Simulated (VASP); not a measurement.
SnTe, 4 atoms in the cell. It takes space group P6_3mc (No. 186, hexagonal). The conventional cell has a = 4.568 Å, b = 4.568 Å, c = 7.457 Å, α = 90.00°, β = 90.00°, γ = 120.00°. Within 3.7 Å of Sn (site symmetry 3m) lie 4 Te at 2.77 to 2.87 Å. Te (site symmetry 3m) has 4 Sn at 2.77 to 2.87 Å within 3.7 Å. The cell was built from a structure type or drawn by symmetry, and may not be a known phase.

- Program: VASP 6.6.1
- Task: single point
- Functional: PBE
- Potentials or basis: VASP PAW PBE potentials, release 64 (Sn_d, Te)
- Cutoff: 520 eV
- k mesh: 6 × 6 × 4
- Occupations: gaussian, width 0.1 eV
- Spin: no spin polarisation
- Dipole correction: no
- Further INCAR settings: ALGO = Normal; EDIFF = 1e-06; NBANDS = 28

Potentials or basis: VASP PAW PBE potentials, release 64 (Sn_d, Te).

Command:

```sh
$ cat potpaw_PBE.64/Sn_d/POTCAR potpaw_PBE.64/Te/POTCAR > POTCAR
$ mpirun -np 1 vasp_std > vasp.out
```

Hardware: 1 thread of Intel(R) Xeon(R) Platinum 8259CL CPU @ 2.50GHz (Skylake/Cascade Lake), on a shared host.

Q: Estimate the wall time of this run.

A: Run time: 61 s on 1 thread of Intel(R) Xeon(R) Platinum 8259CL CPU @ 2.50GHz (Skylake/Cascade Lake), on a shared host, peak memory 0.28 GiB. Counts: scf iterations 15, k points 21.
